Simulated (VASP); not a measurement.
MgZn4O: relaxation of cell and atoms with PBE

The system is MgZn4O.

```xyz
6
Lattice="3.3673 0.0000 0.0000 -1.6837 2.9162 0.0000 0.0000 0.0000 7.1144" Properties=species:S:1:pos:R:3 pbc="T T T"
Mg    0.0000    0.0000    0.0000
Zn    0.0000    1.9441    5.2917
Zn    0.0000    1.9441    1.8227
Zn    1.6837    0.9721    5.2917
Zn    1.6837    0.9721    1.8227
O     0.0000    0.0000    3.5572
```

* Program: VASP 6.6.1
* Task: relaxation of cell and atoms
* Functional: PBE
* Potentials or basis: VASP PAW PBE potentials, release 64 (Mg, Zn, O)
* Cutoff: 600 eV
* k mesh: 6 × 6 × 3
* Occupations: gaussian, width 0.2 eV
* Spin: no spin polarisation
* Dipole correction: no
* Further INCAR settings: ALGO = Normal; EDIFF = 1e-06; IBRION = 2; EDIFFG = -0.08; NSW = 36; ISIF = 3

* Relaxed volume: 15.04 Å³/atom
* Relaxed cell: a = 4.486 Å, b = 4.486 Å, c = 5.179 Å, α = 90.00°, β = 90.00°, γ = 120.00°
* Space group after relaxing (to 0.05 Å): P6/mmm (No. 191)
* Energy gained by relaxing: 1534.8 meV/atom
* Ionic steps: 16
* Pressure after relaxing: 0.2 GPa
* Largest force after relaxing: 0.067 eV/Å
* Band gap on the k mesh: zero (band 28 reaches 3.97 eV, above the bottom of band 29 at 2.42 eV)

Forces on the atoms (eV/Å):
```
Mg   0.000  0.000  0.000
Zn   0.000  0.000  0.067
Zn   0.000  0.000 -0.067
Zn   0.000  0.000  0.067
Zn   0.000  0.000 -0.067
O    0.000  0.000  0.000
```

Stress tensor (GPa, compression positive):
```
 0.44  0.00  0.00
 0.00  0.44  0.00
 0.00  0.00 -0.38
```

The path:
```csv
step,energy change (eV),largest force (eV/Å),pressure (GPa),volume (Å³)
1,0.0000,1.0688,78.30,69.86
2,-6.6635,0.0817,-11.27,140.79
3,-8.2723,0.2732,-1.34,106.12
4,-8.2775,0.2498,-2.92,108.79
5,-8.2798,0.2569,-2.50,107.92
6,-8.4818,0.2244,-1.88,104.48
7,-8.7246,0.1482,-0.26,98.19
8,-8.8427,0.3774,7.77,85.00
9,-8.9449,0.5349,6.74,85.34
10,-8.9983,0.9523,6.08,85.71
11,-9.1158,0.6514,3.05,88.14
12,-9.1808,0.2170,-1.74,92.99
13,-9.1832,0.2685,-1.27,92.28
14,-9.1832,0.2853,-1.00,92.07
15,-9.1931,0.2295,-0.79,91.61
16,-9.2086,0.0671,0.16,90.25
```

Final structure:
```
Mg Zn O
1.0
     4.48552    0.00000    0.00000
    -2.24276    3.88458    0.00000
     0.00000    0.00000    5.17926
Mg Zn O
1 4 1
Cartesian
  -2.2428 3.8846 5.1793
  0.0000 2.5897 3.8337
  0.0000 2.5897 1.3455
  2.2428 1.2949 3.8337
  2.2428 1.2949 1.3455
  -2.2428 3.8846 2.5896
```

Levels at points of the mesh, in eV from the Fermi level:
| k point | band 25 | band 26 | band 27 | band 28 | band 29 | band 30 | band 31 | band 32 |
| --- | --- | --- | --- | --- | --- | --- | --- | --- |
| (0.00, 0.00, 0.00) | -2.24 | -2.24 | -0.24 | 0.50 | 0.50 | 1.14 | 3.55 | 3.55 |
| (0.50, 0.00, 0.00) | -3.36 | -2.35 | -0.98 | 0.33 | 0.54 | 1.04 | 1.34 | 1.68 |

Run time: 10 min on 1 thread of AMD EPYC 9R45 (Zen 5), on a shared host, peak memory 0.19 GiB.

Caveat: the volume moved by over 15 % at a fixed basis, so the end points are rough; the relaxation stopped at a loose force limit of 0.08 eV/Å, so its end isn't a converged minimum.
